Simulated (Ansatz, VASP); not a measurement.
MoS2: VASP beside Ansatz

The input INCAR:

```
SYSTEM = MoS2
ALGO     = Normal         ! electronic algorithm
DIPOL    = 0.5 0.5 0.500
EDIFF    = 1E-6           ! SCF threshold, eV
ENCUT    = 520            ! plane-wave cutoff, eV
GGA      = PS             ! functional
IDIPOL   = 3            
ISIF     = 2              ! what is computed and relaxed
ISMEAR   = 0              ! smearing method
LASPH    = .TRUE.         ! aspherical terms in the spheres
LCHARG   = .TRUE.         ! write CHGCAR
LDIPOL   = .TRUE.       
LELF     = .TRUE.         ! ELF
LREAL    = Auto         
LVACPOTAV= .TRUE.       
LVHAR    = .TRUE.       
LWAVE    = .FALSE.        ! write WAVECAR
NBANDS   = 78             ! bands
NELM     = 80             ! most SCF steps
PREC     = Accurate       ! precision mode
SIGMA    = 0.05           ! smearing width, eV
```

File KPOINTS:

```
k-points
0
G
  9 9 1
  0 0 0
```

The input POSCAR:

```
MoS2
1.0
    3.1414322221      0.0000000000      0.0000000000
   -1.5707161110      2.7205601086      0.0000000000
    0.0000000000      0.0000000000     43.2758314468
S Mo
10 5
Direct
    0.3333333333      0.6666666667      0.1733068955
    0.3333333333      0.6666666667      0.2453608015
    0.6666666667      0.3333333333      0.3186399713
    0.6666666667      0.3333333333      0.3906938773
    0.3333333333      0.6666666667      0.4639730470
    0.3333333333      0.6666666667      0.5360269530
    0.6666666667      0.3333333333      0.6093061227
    0.6666666667      0.3333333333      0.6813600287
    0.3333333333      0.6666666667      0.7546391985
    0.3333333333      0.6666666667      0.8266931045
    0.6666666667      0.3333333333      0.2093338485
    0.3333333333      0.6666666667      0.3546669243
    0.6666666667      0.3333333333      0.5000000000
    0.3333333333      0.6666666667      0.6453330757
    0.6666666667      0.3333333333      0.7906661515
```

Input for Ansatz:

```yaml
crystal:
  lattice:
    - [3.1414322221, 0.0, 0.0]
    - [-1.570716111, 2.7205601086, 0.0]
    - [0.0, 0.0, 43.2758314468]
  atoms:
    - { symbol: S, position: [0.3333333333, 0.6666666667, 0.1733068955] }
    - { symbol: Mo, position: [0.6666666667, 0.3333333333, 0.2093338485] }
    - { symbol: S, position: [0.3333333333, 0.6666666667, 0.2453608015] }
    - { symbol: S, position: [0.6666666667, 0.3333333333, 0.3186399713] }
    - { symbol: Mo, position: [0.3333333333, 0.6666666667, 0.3546669243] }
    - { symbol: S, position: [0.6666666667, 0.3333333333, 0.3906938773] }
    - { symbol: S, position: [0.3333333333, 0.6666666667, 0.463973047] }
    - { symbol: Mo, position: [0.6666666667, 0.3333333333, 0.5] }
    - { symbol: S, position: [0.3333333333, 0.6666666667, 0.536026953] }
    - { symbol: S, position: [0.6666666667, 0.3333333333, 0.6093061227] }
    - { symbol: Mo, position: [0.3333333333, 0.6666666667, 0.6453330757] }
    - { symbol: S, position: [0.6666666667, 0.3333333333, 0.6813600287] }
    - { symbol: S, position: [0.3333333333, 0.6666666667, 0.7546391985] }
    - { symbol: Mo, position: [0.6666666667, 0.3333333333, 0.7906661515] }
    - { symbol: S, position: [0.3333333333, 0.6666666667, 0.8266931045] }
basis:
  ecutwfc: 700
kpoints:
  mp_grid: { grid: [9, 9, 1] }
hamiltonian:
  xc: pbesol
scf:
  occupations: { method: gaussian, width: 0.05 }
output:
  forces: true
  stress: true
  eigenvalues: true
efield:
  axis: 3
  dipole_correction: true
  ramp_width: 0.04
```

Alike in both runs: task single point; functional PBEsol; k mesh 9 × 9 × 1; occupations gaussian, width 0.05 eV; no spin polarisation.

```csv
,VASP,Ansatz
version,VASP 6.6.1,Ansatz 0.2.0
potentials or method,"VASP PAW PBE potentials, release 64 (S, Mo_sv), cutoff 520 eV","scalar-relativistic, plane waves, PAW"
valence electrons in the cell,130,130
```

Ansatz gave:

```
gap on the k mesh at the Fermi level (eV) : 1.15
least direct gap on the mesh (eV)         : 1.75
rms of the force components (eV/Å)        : 0.007
```

What did VASP give for the same quantities?

gap on the k mesh at the Fermi level (eV): 1.16; least direct gap on the mesh (eV): 1.75; rms of the force components (eV/Å): 0.006.

VASP's potentials were made for PBE, not for PBEsol. The functional is the same, so the differences come from potentials, cutoffs and numerics.
